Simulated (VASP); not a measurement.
# KF (I4/mmm) in VASP: notebook

KF is run at these levels: PBE, r2SCAN; tasks: single point.

Everything below comes from runs of VASP 6.6.1. Logs are shortened: lines on timing, memory, paths and dates and some standing lists are left out, and cuts for length are marked.

### 1 The cell of the first run

It takes space group I4/mmm (No. 139, tetragonal). The conventional cell has a = 3.760 Å, b = 3.760 Å, c = 5.011 Å, α = 90.00°, β = 90.00°, γ = 90.00°. Within 3.3 Å of K (site symmetry 4/mmm) lie 6 F at 2.51 to 2.66 Å. Within 3.3 Å of F (site symmetry 4/mmm) lie 6 K at 2.51 to 2.66 Å.

### 2 Single point, PBE (uniaxial x strain -5.8%)

INCAR reads:

```
PREC = Accurate ; ENCUT = 520
EDIFF = 1E-6 ; ISMEAR = -1
SIGMA = 0.02 ; LREAL = False
LASPH = True ; NELM = 80
ALGO = Normal ; ISIF = 2
LWAVE = False ; LCHARG = False
GGA = PE ; NBANDS = 15
```

KPOINTS reads:

```
Automatic mesh
0
Gamma
  8 8 8
```

POSCAR reads:

```
KF
1.0
    0.0000000000      2.6589605792      2.6589605792
    2.5055385538      0.0000000000      2.6589605792
    2.5055385538      2.6589605792      0.0000000000
K F
1 1
Direct
    0.0000000000      0.0000000000      0.0000000000
    0.5000000000      0.5000000000      0.5000000000
```

Potentials or basis: VASP PAW PBE potentials, release 64 (K_sv, F).

Command:

```sh
cat potpaw_PBE.64/K_sv/POTCAR potpaw_PBE.64/F/POTCAR > POTCAR
mpirun -np 1 vasp_std > vasp.out
```

OUTCAR:

```text
PREC = Accurate
   ENCUT = 520
   EDIFF = 1E-6
   ISMEAR = -1
   LREAL = False
   LASPH = True
   NELM = 80
   ISIF = 2
   GGA = PE

 ion  position               nearest neighbor table
   1  0.000  0.000  0.000-   2 2.51   2 2.51   2 2.66   2 2.66   2 2.66   2 2.66
   2  0.500  0.500  0.500-   1 2.51   1 2.51   1 2.66   1 2.66   1 2.66   1 2.66

  LATTYP: Found a body centered tetragonal cell.
 ALAT       =     3.7603381129
 C/A-ratio  =     1.3326134398

  Lattice vectors:

 A1 = (  -2.5055385538,   0.0000000000,  -2.6589605792)
 A2 = (  -2.5055385538,   0.0000000000,   2.6589605792)
 A3 = (   2.5055385538,   2.6589605792,   0.0000000000)

Analysis of symmetry for initial positions (statically):
=====================================================================
 Subroutine PRICEL returns:
 Original cell was already a primitive cell.

 Routine SETGRP: Setting up the symmetry group for a
 body centered tetragonal supercell.

 Subroutine GETGRP returns: Found 16 space group operations
 (whereof 16 operations were pure point group operations)
 out of a pool of 16 trial point group operations.

The static configuration has the point symmetry D_4h.

Analysis of symmetry for dynamics (positions and initial velocities):
=====================================================================
 Subroutine PRICEL returns:
 Original cell was already a primitive cell.

 Routine SETGRP: Setting up the symmetry group for a
 body centered tetragonal supercell.

 Subroutine GETGRP returns: Found 16 space group operations
 (whereof 16 operations were pure point group operations)
 out of a pool of 16 trial point group operations.

The dynamic configuration has the point symmetry D_4h.

 Subroutine INISYM returns: Found 16 space group operations
 (whereof 16 operations are pure point group operations),
 and found     1 'primitive' translations

----------------------------------------------------------------------------------------

                                     Primitive cell

  volume of cell :      35.4287

  direct lattice vectors                    reciprocal lattice vectors
     0.000000000  2.658960579  2.658960579    -0.199557895  0.188043405  0.188043405
     2.505538554  0.000000000  2.658960579     0.199557895 -0.188043405  0.188043405
     2.505538554  2.658960579  0.000000000     0.199557895  0.188043405 -0.188043405

  length of vectors
     3.760338113  3.653463399  3.653463399     0.332481575  0.332481575  0.332481575

  position of ions in fractional coordinates (direct lattice)
     0.000000000  0.000000000  0.000000000
[... 88 lines left out ...]
   PSTRESS=    0.0 pullay stress
   NELECT =      16.0000    total number of electrons
   NUPDOWN=      -1.0000    fix difference up-down
   EMIN   =  10.00;   EMAX   =-10.00  energy-range for DOS
   EFERMI =   0.00;   METHOD = LEGACY
   ISMEAR =    -1;   SIGMA  =   0.02  broadening in eV -4-tet -1-fermi 0-gaus
   EFERMI_NEDOS =   21; number of points for ismear=-14 and -15
   IALGO  =     38    algorithm
   IMIX   =      4    mixing-type and parameters
     AMIX     =   0.40;   BMIX     =  1.00
     AMIX_MAG =   1.60;   BMIX_MAG =  1.00
  volume/ion in A,a.u.               =      17.71       119.54
  Fermi-wavevector in a.u.,A,eV,Ry     =   1.256020  2.373534 21.464362  1.577586
  Thomas-Fermi vector in A             =   2.389748
   LORBIT       =      0    0 simple, 1 ext, 2 COOP (PROOUT), +10 PAW based schemes
   GGA     = PE    functional components
   LHFCALC =     F    Hartree Fock is set to
   AEXX    =    0.0000 exact exchange contribution
   IVDW    =     0    specifies the selected vdW correction
   LEPSILON=     F    determine dielectric tensor
   LRPA    =     F    only Hartree local field effects (RPA)
 non-spin polarized calculation
  energy-cutoff  :      520.00
  volume of cell :       35.43
 maximum number of plane-waves:       968
   NGX = 13   NGY = 13   NGZ = 13

 number of electron      16.0000011 magnetization

 Free energy of the ion-electron system (eV)
  ---------------------------------------------------
  ext. energy  EPLUGINS =         0.00000000
  ---------------------------------------------------
  free energy    TOTEN  =        -8.21287763 eV

  energy without entropy =       -8.21287763  energy(sigma->0) =       -8.21287763

 E-fermi :  -1.9945     XC(G=0):  -8.7402

 val. band max:       -2.4966120252   @ k =   0.0000   0.0000   0.0000
 cond. band min:       3.9520986931   @ k =   0.0000   0.0000   0.0000
 fundamental gap:      6.4487107183
 Fermi energy:        -1.9944752338

 k-point     1 :       0.0000    0.0000    0.0000
  band No.  band energies     occupation
      1     -28.5256      2.00000
      2     -21.2921      2.00000
      3     -11.7236      2.00000
      4     -11.7130      2.00000
      5     -11.7130      2.00000
      6      -2.6341      2.00000
      7      -2.6341      2.00000
      8      -2.4966      2.00000
      9       3.9521      0.00000
     10       8.1889      0.00000
     11       8.1889      0.00000
     12       8.5463      0.00000
     13       9.7555      0.00000
     14      10.4249      0.00000
[... 401 lines left out ...]
      2     -21.3664      2.00000
      3     -11.9384      2.00000
      4     -11.8433      2.00000
      5     -11.7511      2.00000
      6      -3.2012      2.00000
      7      -2.9227      2.00000
      8      -2.6363      2.00000
      9       6.1745      0.00000
     10       7.5748      0.00000
     11       9.2349      0.00000
     12       9.6563      0.00000
     13      10.6669      0.00000
     14      11.3654      0.00000
     15      16.1589      0.00000

 [... further k-points ...]

------------------------ aborting loop because EDIFF is reached ----------------------------------------

  FORCE on cell =-STRESS in cart. coord.  units (eV):
  Direction    XX          YY          ZZ          XY          YZ          ZX
  --------------------------------------------------------------------------------------
  -------------------------------------------------------------------------------------
  Total        1.9681455      0.6864623      0.6864623      0.0000000      0.0000000      0.0000000
  in kB       89.0046908     31.0436210     31.0436210      0.0000000      0.0000000      0.0000000
  external PRESSURE =      50.3639776 kB  Pullay stress =       0.0000000 kB

 VOLUME and BASIS-vectors are now :
 -----------------------------------------------------------------------------
  energy-cutoff  :      520.00
  volume of cell :       35.43
      direct lattice vectors                 reciprocal lattice vectors
     0.000000000  2.658960579  2.658960579    -0.199557895  0.188043405  0.188043405
     2.505538554  0.000000000  2.658960579     0.199557895 -0.188043405  0.188043405
     2.505538554  2.658960579  0.000000000     0.199557895  0.188043405 -0.188043405

 POSITION                                       TOTAL-FORCE (eV/Angst)
 -----------------------------------------------------------------------------------
      0.00000      0.00000      0.00000         0.000000      0.000000     -0.000000
      2.50554      2.65896      2.65896         0.000000     -0.000000      0.000000
 -----------------------------------------------------------------------------------
    total drift:                                0.000000      0.000000      0.000000

  FREE ENERGIE OF THE ION-ELECTRON SYSTEM (eV)
  ---------------------------------------------------
  free  energy   TOTEN  =        -8.2128776347 eV

  energy  without entropy=       -8.2128776347  energy(sigma->0) =       -8.21287763
```

It took 23 s on 1 thread of Intel Xeon Platinum 8259CL at 2.50GHz (Skylake/Cascade Lake), shared host; peak memory 0.17 GiB.

Results:

```yaml
Free_energy: -8.2129 eV
Pressure: 5.0 GPa
Band_gap_on_the_k_mesh: 6.45 eV
```

Stress tensor (GPa, compression positive):
```
8.90 0.00 0.00
0.00 3.10 0.00
0.00 0.00 3.10
```

Caveat: the cell differs from its parent crystal (uniaxial x strain -5.8%); the cell stands under pressure. A k mesh can miss the band edges.

### 3 Single point, r2SCAN (uniaxial x strain -5.8%)

POSCAR is that of step 2.

INCAR.step1 reads:

```
SYSTEM = KF
ALGO     = Normal         ! electronic algorithm
EDIFF    = 1E-4           ! SCF threshold, eV
ENCUT    = 520            ! plane-wave cutoff, eV
GGA      = PE             ! functional
ISMEAR   = 0              ! smearing method
LASPH    = .True.         ! aspherical terms in the spheres
LCHARG   = .False.        ! write CHGCAR
LREAL    = .False.        ! projectors in reciprocal space
LWAVE    = .True.         ! write WAVECAR
NBANDS   = 15             ! bands
NELM     = 80             ! most SCF steps
PREC     = Accurate       ! precision mode
SIGMA    = 0.01           ! smearing width, eV
```

INCAR.step2 reads:

```
SYSTEM = KF
ALGO     = Normal         ! electronic algorithm
EDIFF    = 1E-6           ! SCF threshold, eV
ENCUT    = 520            ! plane-wave cutoff, eV
ISIF     = 2              ! what is computed and relaxed
ISMEAR   = 0              ! smearing method
ISTART   = 1            
LASPH    = .True.         ! aspherical terms in the spheres
LCHARG   = .False.        ! write CHGCAR
LMIXTAU  = .True.       
LREAL    = .False.        ! projectors in reciprocal space
LWAVE    = .False.        ! write WAVECAR
METAGGA  = R2SCAN         ! meta-GGA
NBANDS   = 15             ! bands
NELM     = 80             ! most SCF steps
PREC     = Accurate       ! precision mode
SIGMA    = 0.01           ! smearing width, eV
```

KPOINTS reads:

```
k-points
0
Gamma
  8 8 8
  0 0 0
```

Potentials or basis: VASP PAW PBE potentials, release 64 (K_sv, F).

Command:

```sh
cat potpaw_PBE.64/K_sv/POTCAR potpaw_PBE.64/F/POTCAR > POTCAR
cp INCAR.step1 INCAR
mpirun -np 1 vasp_std > vasp.out
cp INCAR.step2 INCAR
mpirun -np 1 vasp_std > vasp.out
```

OUTCAR:

```text
SYSTEM = KF
   EDIFF = 1E-6
   ENCUT = 520
   ISIF = 2
   ISMEAR = 0
   ISTART = 1
   LASPH = .True.
   LREAL = .False.
   METAGGA = R2SCAN
   NELM = 80
   PREC = Accurate

 ion  position               nearest neighbor table
   1  0.000  0.000  0.000-   2 2.51   2 2.51   2 2.66   2 2.66   2 2.66   2 2.66
   2  0.500  0.500  0.500-   1 2.51   1 2.51   1 2.66   1 2.66   1 2.66   1 2.66

  LATTYP: Found a body centered tetragonal cell.
 ALAT       =     3.7603381129
 C/A-ratio  =     1.3326134398

  Lattice vectors:

 A1 = (  -2.5055385538,   0.0000000000,  -2.6589605792)
 A2 = (  -2.5055385538,   0.0000000000,   2.6589605792)
 A3 = (   2.5055385538,   2.6589605792,   0.0000000000)

Analysis of symmetry for initial positions (statically):
=====================================================================
 Subroutine PRICEL returns:
 Original cell was already a primitive cell.

 Routine SETGRP: Setting up the symmetry group for a
 body centered tetragonal supercell.

 Subroutine GETGRP returns: Found 16 space group operations
 (whereof 16 operations were pure point group operations)
 out of a pool of 16 trial point group operations.

The static configuration has the point symmetry D_4h.

Analysis of symmetry for dynamics (positions and initial velocities):
=====================================================================
 Subroutine PRICEL returns:
 Original cell was already a primitive cell.

 Routine SETGRP: Setting up the symmetry group for a
 body centered tetragonal supercell.

 Subroutine GETGRP returns: Found 16 space group operations
 (whereof 16 operations were pure point group operations)
 out of a pool of 16 trial point group operations.

The dynamic configuration has the point symmetry D_4h.

 Subroutine INISYM returns: Found 16 space group operations
 (whereof 16 operations are pure point group operations),
 and found     1 'primitive' translations

----------------------------------------------------------------------------------------

                                     Primitive cell

  volume of cell :      35.4287

  direct lattice vectors                    reciprocal lattice vectors
     0.000000000  2.658960579  2.658960579    -0.199557895  0.188043405  0.188043405
     2.505538554  0.000000000  2.658960579     0.199557895 -0.188043405  0.188043405
     2.505538554  2.658960579  0.000000000     0.199557895  0.188043405 -0.188043405

  length of vectors
     3.760338113  3.653463399  3.653463399     0.332481575  0.332481575  0.332481575

  position of ions in fractional coordinates (direct lattice)
     0.000000000  0.000000000  0.000000000
     0.500000000  0.500000000  0.500000000

  ion indices of the primitive-cell ions
   primitive index   ion index
                 1           1
                 2           2

----------------------------------------------------------------------------------------

 KPOINTS: k-points

Automatic generation of k-mesh.
 Grid dimensions read from file:
 generate k-points for:    8    8    8

 Generating k-lattice:

  Cartesian coordinates                     Fractional coordinates (reciprocal lattice)
[... 42 lines left out ...]
   k-points           NKPTS =     59   k-points in BZ     NKDIM =     59   number of bands    NBANDS=     15
   number of dos      NEDOS =    301   number of ions     NIONS =      2
   total plane-waves  NPLWV =  21952
   dimension x,y,z NGX =    28 NGY =   28 NGZ =   28
   dimension x,y,z NGXF=    56 NGYF=   56 NGZF=   56
   ions per type =               1   1
   NGX,Y,Z   is equivalent  to a cutoff of  12.38, 12.74, 12.74 a.u.
   NGXF,Y,Z  is equivalent  to a cutoff of  24.76, 25.48, 25.48 a.u.
 SYSTEM =  KF
   PREC   = accura    normal or accurate (medium, high low for compatibility)
   ISTART =      1    job   : 0-new  1-cont  2-samecut
   ICHARG =      0    charge: 1-file 2-atom 10-const
   ISPIN  =      1    spin polarized calculation?
   LNONCOLLINEAR =      F non collinear calculations
   LSORBIT =      F    spin-orbit coupling
   LASPH  =      T    aspherical Exc in radial PAW
   ENCUT  =  520.0 eV  38.22 Ry    6.18 a.u.   6.99  6.79  6.79*2*pi/ulx,y,z
   NELM   =     80;   NELMIN=  2; NELMDL=  0     # of ELM steps
   EDIFF  = 0.1E-05   stopping-criterion for ELM
   LREAL  =      F    real-space projection
   EDIFFG = 0.1E-04   stopping-criterion for IOM
   NSW    =      0    number of steps for IOM
   IBRION =     -1    ionic relax: 0-MD 1-quasi-New 2-CG
   NFREE  =      0    steps in history (QN), initial steepest desc. (CG)
   ISIF   =      2    stress and relaxation
   ISYM   =      2    0-nonsym 1-usesym 2-fastsym
   POTIM  = 0.5000    time-step for ionic-motion
   TEBEG  =    0.0;   TEEND  =   0.0 temperature during run
   PSTRESS=    0.0 pullay stress
   NELECT =      16.0000    total number of electrons
   NUPDOWN=      -1.0000    fix difference up-down
   EMIN   =  10.00;   EMAX   =-10.00  energy-range for DOS
   EFERMI =   0.00;   METHOD = LEGACY
   ISMEAR =     0;   SIGMA  =   0.01  broadening in eV -4-tet -1-fermi 0-gaus
   EFERMI_NEDOS =   21; number of points for ismear=-14 and -15
   IALGO  =     38    algorithm
   IMIX   =      4    mixing-type and parameters
     AMIX     =   0.40;   BMIX     =  1.00
     AMIX_MAG =   1.60;   BMIX_MAG =  1.00
  volume/ion in A,a.u.               =      17.71       119.54
  Fermi-wavevector in a.u.,A,eV,Ry     =   1.256020  2.373534 21.464362  1.577586
  Thomas-Fermi vector in A             =   2.389748
   LORBIT       =      0    0 simple, 1 ext, 2 COOP (PROOUT), +10 PAW based schemes
   METAGGA = R2SCAN    functional components
   LHFCALC =     F    Hartree Fock is set to
   AEXX    =    0.0000 exact exchange contribution
   IVDW    =     0    specifies the selected vdW correction
   LEPSILON=     F    determine dielectric tensor
   LRPA    =     F    only Hartree local field effects (RPA)
 non-spin polarized calculation
 Gauss-broadening in eV      SIGMA  =   0.01
  energy-cutoff  :      520.00
  volume of cell :       35.43
 maximum number of plane-waves:       968
   NGX = 13   NGY = 13   NGZ = 13

 number of electron      16.0000011 magnetization

 Free energy of the ion-electron system (eV)
  ---------------------------------------------------
  ext. energy  EPLUGINS =         0.00000000
  ---------------------------------------------------
  free energy    TOTEN  =       -14.92936898 eV

  energy without entropy =      -14.92936898  energy(sigma->0) =      -14.92936898

 E-fermi :  -2.9969     XC(G=0):  -9.2702

 val. band max:       -3.0471217918   @ k =   0.0000   0.0000   0.0000
 cond. band min:       4.0691022354   @ k =   0.0000   0.0000   0.0000
 fundamental gap:      7.1162240272
 Fermi energy:        -2.9968748992

 k-point     1 :       0.0000    0.0000    0.0000
  band No.  band energies     occupation
      1     -30.0605      2.00000
      2     -22.9752      2.00000
      3     -12.4899      2.00000
      4     -12.4851      2.00000
      5     -12.4850      2.00000
      6      -3.1880      2.00000
      7      -3.1880      2.00000
      8      -3.0471      2.00000
      9       4.0691      0.00000
     10       8.4067      0.00000
     11       8.4067      0.00000
     12       8.7665      0.00000
     13      10.1501      0.00000
     14      10.8561      0.00000
[... 401 lines left out ...]
      2     -23.0496      2.00000
      3     -12.7075      2.00000
      4     -12.6101      2.00000
      5     -12.5220      2.00000
      6      -3.7341      2.00000
      7      -3.4676      2.00000
      8      -3.1809      2.00000
      9       6.2886      0.00000
     10       7.6604      0.00000
     11       9.4869      0.00000
     12       9.9564      0.00000
     13      11.0731      0.00000
     14      11.7864      0.00000
     15      16.6306      0.00000

 [... further k-points ...]

------------------------ aborting loop because EDIFF is reached ----------------------------------------

  FORCE on cell =-STRESS in cart. coord.  units (eV):
  Direction    XX          YY          ZZ          XY          YZ          ZX
  --------------------------------------------------------------------------------------
  -------------------------------------------------------------------------------------
  Total        1.5163086      0.2028152      0.2028152      0.0000000      0.0000000      0.0000000
  in kB       68.5714434      9.1718361      9.1718361      0.0000000      0.0000000      0.0000000
  external PRESSURE =      28.9717052 kB  Pullay stress =       0.0000000 kB

 VOLUME and BASIS-vectors are now :
 -----------------------------------------------------------------------------
  energy-cutoff  :      520.00
  volume of cell :       35.43
      direct lattice vectors                 reciprocal lattice vectors
     0.000000000  2.658960579  2.658960579    -0.199557895  0.188043405  0.188043405
     2.505538554  0.000000000  2.658960579     0.199557895 -0.188043405  0.188043405
     2.505538554  2.658960579  0.000000000     0.199557895  0.188043405 -0.188043405

 POSITION                                       TOTAL-FORCE (eV/Angst)
 -----------------------------------------------------------------------------------
      0.00000      0.00000      0.00000         0.000000      0.000000      0.000000
      2.50554      2.65896      2.65896         0.000000      0.000000     -0.000000
 -----------------------------------------------------------------------------------
    total drift:                                0.000000      0.000000      0.000000

  FREE ENERGIE OF THE ION-ELECTRON SYSTEM (eV)
  ---------------------------------------------------
  free  energy   TOTEN  =       -14.9293689844 eV

  energy  without entropy=      -14.9293689844  energy(sigma->0) =      -14.92936898
```

Wall time 1.7 min (1 thread of Intel Xeon Platinum 8259CL at 2.50GHz (Skylake/Cascade Lake), shared host); peak memory 0.18 GiB.

What came out:

- Free energy: -14.9294 eV
- Pressure: 2.9 GPa
- Band gap on the k mesh: 7.12 eV

Caveat: the cell differs from its parent crystal (uniaxial x strain -5.8%); the PAW data sets were made with another functional, which shifts forces and pressure a little. A k mesh can miss the band edges.
